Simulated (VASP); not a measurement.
# CdS: dielectric tensor with LDA

CdS:

```
Cd S
1.0
     4.26117    0.00000    0.00000
    -2.13058    3.69028    0.00000
     0.00000    0.00000    5.80417
Cd S
1 1
Cartesian
  0.0000 0.0000 2.5695
  2.1306 1.2301 2.5208
```

```yaml
Program: VASP 6.6.1
Task: dielectric tensor
Functional: LDA
Potentials_or_basis: VASP PAW LDA potentials, release 64 (Cd, S)
Cutoff: 520 eV
k_mesh: 7 × 7 × 5
Occupations: gaussian, width 0.01 eV
Spin: no spin polarisation
Dipole_correction: no
Further_INCAR_settings: ALGO = Normal; EDIFF = 1e-08
```

| Item | Value |
| --- | --- |
| Band gap on the k mesh | 1.29 eV, indirect (the least direct gap lies 3.9 meV higher) |
| Electronic dielectric tensor (diagonal) | 6.55, 6.55, 1.87 |
| Born charges (mean of the diagonal) | Cd +2.05; S -2.05 e |

Levels at points of the mesh, in eV from the valence-band top:
```
           k point  band 5  band 6  band 7  band 8  band 9  band 10  band 11  band 12  band 13
(0.00, 0.00, 0.00)   -7.14   -6.92   -1.04    0.00    0.00     1.29     5.50     6.79     6.79
```

Electronic dielectric tensor:
```
6.55 0.00 0.00
0.00 6.55 0.00
0.00 0.00 1.87
```

Born effective charge tensors (e):
atom 1, Cd
```
2.86 0.00 0.00
0.00 2.86 0.00
0.00 0.00 0.43
```
atom 2, S
```
-2.86  0.00  0.00
 0.00 -2.86  0.00
 0.00  0.00 -0.43
```

Wall time 2.9 min on 1 thread of Intel(R) Xeon(R) 6975P-C (Granite Rapids) (shared host), peak memory 0.45 GiB.

A k mesh can miss the band edges. As with any semilocal functional, this LDA gap is likely too small.
